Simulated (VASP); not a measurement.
# AlN (P3m1) in VASP: single point with PBE

Aim: the single point of AlN with PBE.

Program: VASP 6.6.1. These are calculated values, not measurements. Logs are shortened: lines on timing, memory, paths and dates and some standing lists are left out, and cuts for length are marked.

### 1 The cell of the first run

It takes space group P3m1 (No. 156, trigonal). Conventional cell: a = 3.312 Å, b = 3.312 Å, c = 4.188 Å, α = 90.00°, β = 90.00°, γ = 120.00°. Al (site symmetry 3m) has 5 N at 1.92 to 2.24 Å within 2.5 Å. Al (site symmetry 3m) has 5 N at 1.91 to 2.09 Å within 2.5 Å. N (site symmetry 3m) has 5 Al at 1.91 to 2.24 Å within 2.5 Å. Within 2.5 Å of N (site symmetry 3m) lie 5 Al at 1.92 to 2.09 Å.

### 2 Single point, PBE (one atom moved)

The input, INCAR:

```
SYSTEM = AlN
PREC = Accurate
ENCUT = 520
EDIFF = 1E-6
ISMEAR = 0
SIGMA = 0.02
LREAL = .FALSE.
LASPH = .TRUE.
NELM = 100
ALGO = Normal
ISIF = 2
LWAVE = .FALSE.
LCHARG = .FALSE.
GGA = PE
NBANDS = 16
```

The input, KPOINTS:

```
Automatic mesh
0
G
  9 9 6
  0 0 0
```

The input, POSCAR:

```
AlN
1.0
    3.3121157418      0.0000000000      0.0000000000
   -1.6560578709      2.8683763727      0.0000000000
    0.0000000000      0.0000000000      4.1875630000
Al N
2 2
Direct
    0.3333333300      0.6666666700      0.7858203566
    0.6666666700      0.3333333300      0.2500000000
    0.3333333300      0.6666666700      0.2500000000
    0.6666666700      0.3333333300      0.7500000000
```

Potentials or basis: VASP PAW PBE potentials, release 64 (Al, N).

Run with:

```console
$ cat potpaw_PBE.64/Al/POTCAR potpaw_PBE.64/N/POTCAR > POTCAR
$ mpirun -np 1 vasp_std > vasp.out
```

OUTCAR:

```text
SYSTEM = AlN
   PREC = Accurate
   ENCUT = 520
   EDIFF = 1E-6
   ISMEAR = 0
   LREAL = .FALSE.
   LASPH = .TRUE.
   NELM = 100
   ISIF = 2
   GGA = PE

 ion  position               nearest neighbor table
   1  0.333  0.667  0.786-   4 1.92   4 1.92   4 1.92   3 1.94   3 2.24   2 2.73   2 2.73   2 2.73
                             2 2.95   2 2.95   2 2.95
   2  0.667  0.333  0.250-   3 1.91   3 1.91   3 1.91   4 2.09   4 2.09   1 2.73   1 2.73   1 2.73
                             1 2.95   1 2.95   1 2.95
   3  0.333  0.667  0.250-   2 1.91   2 1.91   2 1.91   1 1.94   1 2.24
   4  0.667  0.333  0.750-   1 1.92   1 1.92   1 1.92   2 2.09   2 2.09

  LATTYP: Found a hexagonal cell.
 ALAT       =     3.3121157418
 C/A-ratio  =     1.2643166261

  Lattice vectors:

 A1 = (   3.3121157418,   0.0000000000,   0.0000000000)
 A2 = (  -1.6560578709,   2.8683763727,   0.0000000000)
 A3 = (   0.0000000000,   0.0000000000,   4.1875630000)

Analysis of symmetry for initial positions (statically):
=====================================================================
 Subroutine PRICEL returns:
 Original cell was already a primitive cell.

 Routine SETGRP: Setting up the symmetry group for a
 hexagonal supercell.

 Subroutine GETGRP returns: Found  6 space group operations
 (whereof  6 operations were pure point group operations)
 out of a pool of 24 trial point group operations.

The static configuration has the point symmetry C_3v.

Analysis of symmetry for dynamics (positions and initial velocities):
=====================================================================
 Subroutine PRICEL returns:
 Original cell was already a primitive cell.

 Routine SETGRP: Setting up the symmetry group for a
 hexagonal supercell.

 Subroutine GETGRP returns: Found  6 space group operations
 (whereof  6 operations were pure point group operations)
 out of a pool of 24 trial point group operations.

The dynamic configuration has the point symmetry C_3v.

 Subroutine INISYM returns: Found  6 space group operations
 (whereof  6 operations are pure point group operations),
 and found     1 'primitive' translations

----------------------------------------------------------------------------------------

                                     Primitive cell

  volume of cell :      39.7835

  direct lattice vectors                    reciprocal lattice vectors
     3.312115742  0.000000000  0.000000000     0.301921816  0.174314642  0.000000000
    -1.656057871  2.868376373  0.000000000     0.000000000  0.348629284  0.000000000
     0.000000000  0.000000000  4.187563000     0.000000000  0.000000000  0.238802377

  length of vectors
     3.312115742  3.312115742  4.187563000     0.348629284  0.348629284  0.238802377

  position of ions in fractional coordinates (direct lattice)
     0.333333330  0.666666670  0.785820357
     0.666666670  0.333333330  0.250000000
     0.333333330  0.666666670  0.250000000
     0.666666670  0.333333330  0.750000000

  ion indices of the primitive-cell ions
   primitive index   ion index
                 1           1
                 2           2
                 3           3
                 4           4

----------------------------------------------------------------------------------------

 KPOINTS: Automatic mesh

Automatic generation of k-mesh.
 Grid dimensions read from file:
 generate k-points for:    9    9    6

 Generating k-lattice:

  Cartesian coordinates                     Fractional coordinates (reciprocal lattice)
     0.033546868  0.019368294  0.000000000     0.111111111 -0.000000000  0.000000000
     0.000000000  0.038736587  0.000000000     0.000000000  0.111111111  0.000000000
     0.000000000  0.000000000  0.039800396     0.000000000  0.000000000  0.166666667

  Length of vectors
     0.038736587  0.038736587  0.039800396

  Shift w.r.t. Gamma in fractional coordinates (k-lattice)
     0.000000000  0.000000000  0.000000000

 Subroutine IBZKPT returns following result:
 ===========================================

 Found     62 irreducible k-points:

 Following reciprocal coordinates:
            Coordinates               Weight
  0.000000  0.000000  0.000000      1.000000
  0.111111  0.000000  0.000000      6.000000
  0.222222  0.000000  0.000000      6.000000
  0.333333 -0.000000  0.000000      6.000000
  0.444444  0.000000  0.000000      6.000000
  0.111111  0.111111  0.000000      6.000000
[... 16 lines left out ...]
  0.222222  0.111111  0.166667     12.000000
 -0.111111  0.333333  0.166667     12.000000
 [... further k-points ...]
   k-points           NKPTS =     62   k-points in BZ     NKDIM =     62   number of bands    NBANDS=     16
   number of dos      NEDOS =    301   number of ions     NIONS =      4
   total plane-waves  NPLWV =  25088
   dimension x,y,z NGX =    28 NGY =   28 NGZ =   32
   dimension x,y,z NGXF=    56 NGYF=   56 NGZF=   64
   ions per type =               2   2
   NGX,Y,Z   is equivalent  to a cutoff of  14.05, 14.05, 12.70 a.u.
   NGXF,Y,Z  is equivalent  to a cutoff of  28.11, 28.11, 25.41 a.u.
 SYSTEM =  AlN
   PREC   = accura    normal or accurate (medium, high low for compatibility)
   ISTART =      0    job   : 0-new  1-cont  2-samecut
   ICHARG =      2    charge: 1-file 2-atom 10-const
   ISPIN  =      1    spin polarized calculation?
   LNONCOLLINEAR =      F non collinear calculations
   LSORBIT =      F    spin-orbit coupling
   LASPH  =      T    aspherical Exc in radial PAW
   ENCUT  =  520.0 eV  38.22 Ry    6.18 a.u.   6.16  6.16  7.79*2*pi/ulx,y,z
   NELM   =    100;   NELMIN=  2; NELMDL= -5     # of ELM steps
   EDIFF  = 0.1E-05   stopping-criterion for ELM
   LREAL  =      F    real-space projection
   EDIFFG = 0.1E-04   stopping-criterion for IOM
   NSW    =      0    number of steps for IOM
   IBRION =     -1    ionic relax: 0-MD 1-quasi-New 2-CG
   NFREE  =      0    steps in history (QN), initial steepest desc. (CG)
   ISIF   =      2    stress and relaxation
   ISYM   =      2    0-nonsym 1-usesym 2-fastsym
   POTIM  = 0.5000    time-step for ionic-motion
   TEBEG  =    0.0;   TEEND  =   0.0 temperature during run
   PSTRESS=    0.0 pullay stress
   NELECT =      16.0000    total number of electrons
   NUPDOWN=      -1.0000    fix difference up-down
   EMIN   =  10.00;   EMAX   =-10.00  energy-range for DOS
   EFERMI =   0.00;   METHOD = LEGACY
   ISMEAR =     0;   SIGMA  =   0.02  broadening in eV -4-tet -1-fermi 0-gaus
   EFERMI_NEDOS =   21; number of points for ismear=-14 and -15
   IALGO  =     38    algorithm
   IMIX   =      4    mixing-type and parameters
     AMIX     =   0.40;   BMIX     =  1.00
     AMIX_MAG =   1.60;   BMIX_MAG =  1.00
  volume/ion in A,a.u.               =       9.95        67.12
  Fermi-wavevector in a.u.,A,eV,Ry     =   1.208409  2.283561 19.867927  1.460251
  Thomas-Fermi vector in A             =   2.344017
   LORBIT       =      0    0 simple, 1 ext, 2 COOP (PROOUT), +10 PAW based schemes
   GGA     = PE    functional components
   LHFCALC =     F    Hartree Fock is set to
   AEXX    =    0.0000 exact exchange contribution
   IVDW    =     0    specifies the selected vdW correction
   LEPSILON=     F    determine dielectric tensor
   LRPA    =     F    only Hartree local field effects (RPA)
 non-spin polarized calculation
 Gauss-broadening in eV      SIGMA  =   0.02
  energy-cutoff  :      520.00
  volume of cell :       39.78
 maximum number of plane-waves:      1090
 NGX is ok and might be reduce to    28
   NGX = 13   NGY = 13   NGZ = 15

 number of electron      15.9999999 magnetization

 Free energy of the ion-electron system (eV)
  ---------------------------------------------------
  ext. energy  EPLUGINS =         0.00000000
  ---------------------------------------------------
  free energy    TOTEN  =       -29.22061255 eV

  energy without entropy =      -29.22061255  energy(sigma->0) =      -29.22061255

 E-fermi :   8.0086     XC(G=0): -11.1548

 val. band max:        7.8927621364   @ k =   0.0000   0.0000   0.0000
 cond. band min:      11.1856477980   @ k =   0.0000   0.0000   0.0000
 fundamental gap:      3.2928856616
 Fermi energy:         8.0086227412

 k-point     1 :       0.0000    0.0000    0.0000
  band No.  band energies     occupation
      1      -8.8652      2.00000
      2      -5.2493      2.00000
      3       1.1047      2.00000
      4       4.6639      2.00000
      5       4.6639      2.00000
      6       6.3296      2.00000
[... 8 lines left out ...]
     15      19.6530      0.00000
     16      19.9507      0.00000

 k-point     2 :       0.1111    0.0000    0.0000
  band No.  band energies     occupation
      1      -8.7256      2.00000
      2      -5.2455      2.00000
      3       1.2556      2.00000
      4       4.1608      2.00000
      5       4.4647      2.00000
      6       5.8307      2.00000
[... 8 lines left out ...]
     15      19.1609      0.00000
     16      19.6944      0.00000

 k-point     3 :       0.2222    0.0000    0.0000
  band No.  band energies     occupation
      1      -8.3248      2.00000
      2      -5.2787      2.00000
      3       1.6951      2.00000
      4       3.0769      2.00000
      5       4.0579      2.00000
      6       4.9226      2.00000
[... 8 lines left out ...]
     15      18.3486      0.00000
     16      20.3037      0.00000

 k-point     4 :       0.3333   -0.0000    0.0000
  band No.  band energies     occupation
      1      -7.7316      2.00000
      2      -5.4550      2.00000
      3       2.0713      2.00000
      4       2.3789      2.00000
      5       3.6887      2.00000
      6       4.1337      2.00000
[... 8 lines left out ...]
     15      19.3266      0.00000
     16      20.7548      0.00000

 k-point     5 :       0.4444    0.0000    0.0000
  band No.  band energies     occupation
      1      -7.1399      2.00000
      2      -5.7838      2.00000
      3       1.5326      2.00000
      4       3.0892      2.00000
      5       3.4802      2.00000
      6       3.6774      2.00000
[... 8 lines left out ...]
     15      20.9187      0.00000
     16      21.0759      0.00000

 k-point     6 :       0.1111    0.1111    0.0000
  band No.  band energies     occupation
      1      -8.4549      2.00000
      2      -5.2598      2.00000
      3       1.5513      2.00000
      4       3.5950      2.00000
      5       3.8192      2.00000
      6       5.3883      2.00000
[... 8 lines left out ...]
     15      18.9990      0.00000
     16      19.9645      0.00000
[... 267 lines left out ...]
 k-point    21 :       0.0000    0.4444    0.1667
  band No.  band energies     occupation
      1      -7.0303      2.00000
      2      -5.8287      2.00000
      3       1.0484      2.00000
      4       2.7178      2.00000
      5       3.6246      2.00000
      6       3.8834      2.00000
[... 8 lines left out ...]
     15      20.7054      0.00000
     16      20.7868      0.00000

 k-point    22 :       0.1111    0.1111    0.1667
  band No.  band energies     occupation
      1      -8.2972      2.00000
      2      -5.5596      2.00000
      3       1.6896      2.00000
      4       3.8818      2.00000
      5       4.0015      2.00000
      6       4.9961      2.00000
[... 8 lines left out ...]
     15      19.3335      0.00000
     16      19.9441      0.00000

 k-point    23 :       0.2222    0.1111    0.1667
  band No.  band energies     occupation
      1      -7.8092      2.00000
      2      -5.5613      2.00000
      3       1.6263      2.00000
      4       2.9373      2.00000
      5       3.8893      2.00000
      6       4.2896      2.00000
[... 8 lines left out ...]
     15      19.3990      0.00000
     16      20.6438      0.00000

 k-point    24 :      -0.1111    0.3333    0.1667
  band No.  band energies     occupation
      1      -7.8092      2.00000
      2      -5.5613      2.00000
      3       1.6205      2.00000
      4       2.9641      2.00000
      5       3.8721      2.00000
      6       4.2705      2.00000
[... 8 lines left out ...]
     15      19.1105      0.00000
     16      20.4714      0.00000

 [... further k-points ...]
[... 5 lines left out ...]
  --------------------------------------------------------------------------------------
  -------------------------------------------------------------------------------------
  Total       -0.0200481     -0.0200481      1.0565109      0.0000000      0.0000000      0.0000000
  in kB       -0.8073859     -0.8073859     42.5482374      0.0000000      0.0000000      0.0000000
  external PRESSURE =      13.6444885 kB  Pullay stress =       0.0000000 kB

 VOLUME and BASIS-vectors are now :
 -----------------------------------------------------------------------------
  energy-cutoff  :      520.00
  volume of cell :       39.78
      direct lattice vectors                 reciprocal lattice vectors
     3.312115742  0.000000000  0.000000000     0.301921816  0.174314642  0.000000000
    -1.656057871  2.868376373  0.000000000     0.000000000  0.348629284  0.000000000
     0.000000000  0.000000000  4.187563000     0.000000000  0.000000000  0.238802377

 POSITION                                       TOTAL-FORCE (eV/Angst)
 -----------------------------------------------------------------------------------
     -0.00000      1.91225      3.29067        -0.000000      0.000000     -1.401573
      1.65606      0.95613      1.04689        -0.000000      0.000000      1.023399
     -0.00000      1.91225      1.04689        -0.000000      0.000000      0.087927
      1.65606      0.95613      3.14067         0.000000     -0.000000      0.290247
 -----------------------------------------------------------------------------------
    total drift:                               -0.000000      0.000000      0.000043

  FREE ENERGIE OF THE ION-ELECTRON SYSTEM (eV)
  ---------------------------------------------------
  free  energy   TOTEN  =       -29.2206125502 eV

  energy  without entropy=      -29.2206125502  energy(sigma->0) =      -29.22061255
```

It took 35 s on 1 thread of Intel Xeon Platinum 8259CL at 2.50GHz (Skylake/Cascade Lake), shared host; peak memory 0.17 GiB.

What came out:

* Free energy: -29.2206 eV
* Pressure: 1.4 GPa
* Largest force: 1.402 eV/Å
* Band gap on the k mesh: 3.29 eV

Forces on the atoms (eV/Å):
```
Al   0.000  0.000 -1.402
Al   0.000  0.000  1.023
N    0.000  0.000  0.088
N    0.000  0.000  0.290
```

Stress tensor (GPa, compression positive):
```
-0.08  0.00  0.00
 0.00 -0.08  0.00
 0.00  0.00  4.25
```

Caveat: the cell differs from its parent crystal (one atom moved); forces of over 1 eV/Å act on the atoms, so gaps and moduli don't describe the material at rest.
